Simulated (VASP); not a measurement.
Set up this calculation in VASP 6.6.1, as the native input.

```yaml
Task: single point
Functional: PBE
Potentials_or_basis: VASP PAW PBE potentials, release 64 (Hf_pv, N)
Cutoff: 520 eV
k_mesh: 22 × 22 × 22
Occupations: gaussian, width 0.15 eV
Spin: no spin polarisation
Dipole_correction: no
Further_INCAR_settings: ALGO = Normal; EDIFF = 1e-06; NBANDS = 14
```

The structure of HfN lies in POSCAR:

```
HfN
1.0
    0.0000000000      2.4577269413      2.4577269413
    2.4577269413      0.0000000000      2.4577269413
    2.4577269413      2.4577269413      0.0000000000
Hf N
1 1
Direct
    0.0000000000      0.0000000000      0.0000000000
    0.7500000000      0.7500000000      0.7500000000
```

These files were run (other wordings do the same):

INCAR

```
SYSTEM = HfN
ALGO = Normal ; EDIFF = 1E-6
ENCUT = 520 ; GGA = PE
ISIF = 2 ; ISMEAR = 0
LASPH = .TRUE. ; LCHARG = .FALSE.
LREAL = .FALSE. ; LWAVE = .FALSE.
NBANDS = 14 ; NELM = 60
PREC = Accurate ; SIGMA = 0.15
```

KPOINTS

```
k-points
0
G
  22 22 22
  0 0 0
```

Potentials or basis: VASP PAW PBE potentials, release 64 (Hf_pv, N).

The run is started by

```bash
$ cat potpaw_PBE.64/Hf_pv/POTCAR potpaw_PBE.64/N/POTCAR > POTCAR
$ mpirun -np 1 vasp_std > vasp.out
```

Results of the run:

| Quantity | Value |
| --- | --- |
| Pressure | -1.0 GPa |
| Band gap on the k mesh | zero (an odd number of electrons rules out a gap without spin polarisation) |

Caveat: spin-orbit coupling is left out, which moves the levels of the heavy elements.

It took 73 s on 1 thread of Intel(R) Xeon(R) Platinum 8488C (Sapphire Rapids) (shared host), peak memory 0.27 GiB.
